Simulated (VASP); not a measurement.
**SnO2: single point with PBE**

The system is SnO2.

```
Sn O
1.0
    -0.55731    2.32534    2.32534
     2.32534   -0.55731    2.32534
     2.32534    2.32534   -0.55731
Sn O
1 2
Direct
  0.00000 0.00000 0.00000
  0.25000 0.25000 0.25000
  0.75000 0.75000 0.75000
```

This cell differs from its parent crystal: ratio of the length along [111] to the lengths across it x 0.71, volume and fractional coordinates fixed.

* Program: VASP 6.6.1
* Task: single point
* Functional: PBE
* Potentials or basis: VASP PAW PBE potentials, release 64 (Sn_d, O)
* Cutoff: 520 eV
* k mesh: 18 × 18 × 18
* Occupations: gaussian, width 0.15 eV
* Spin: no spin polarisation

```yaml
Pressure: 35.1 GPa
Largest_force: 5.776 eV/Å
Band_gap_on_the_k_mesh: 1.93 eV (least direct gap 2.40 eV)
```

Forces on the atoms (eV/Å):
```
Sn   0.000  0.000  0.000
O    3.335  3.335  3.335
O   -3.335 -3.335 -3.335
```

Stress tensor (GPa, compression positive):
```
35.09 33.04 33.04
33.04 35.09 33.04
33.04 33.04 35.09
```

Levels at points of the mesh, in eV from the valence-band top:
```
           k point  band 10  band 11  band 12  band 13  band 14  band 15  band 16  band 17
(0.00, 0.00, 0.00)    -2.69    -2.34    -0.48    -0.48     1.93     5.51     5.51    14.96
(0.50, 0.00, 0.00)    -2.65    -2.02    -1.68    -1.26     5.61     7.58     7.93    13.70
(0.50, 0.50, 0.00)    -4.10    -0.60    -0.56     0.00     5.03     6.38    10.68    10.94
(0.50, 0.50, 0.50)    -3.98    -3.80    -2.09    -2.09     6.91     9.20    10.07    10.07
```

It took 3.8 min on 1 thread of Intel(R) Xeon(R) Platinum 8488C (Sapphire Rapids), with other jobs on the host, peak memory 0.45 GiB.

Caveat: the cell stands under pressure; spin-orbit coupling is left out, which moves the levels of the heavy elements; forces of over 1 eV/Å act on the atoms, so gaps and moduli don't describe the material at rest. A k mesh can miss the band edges.
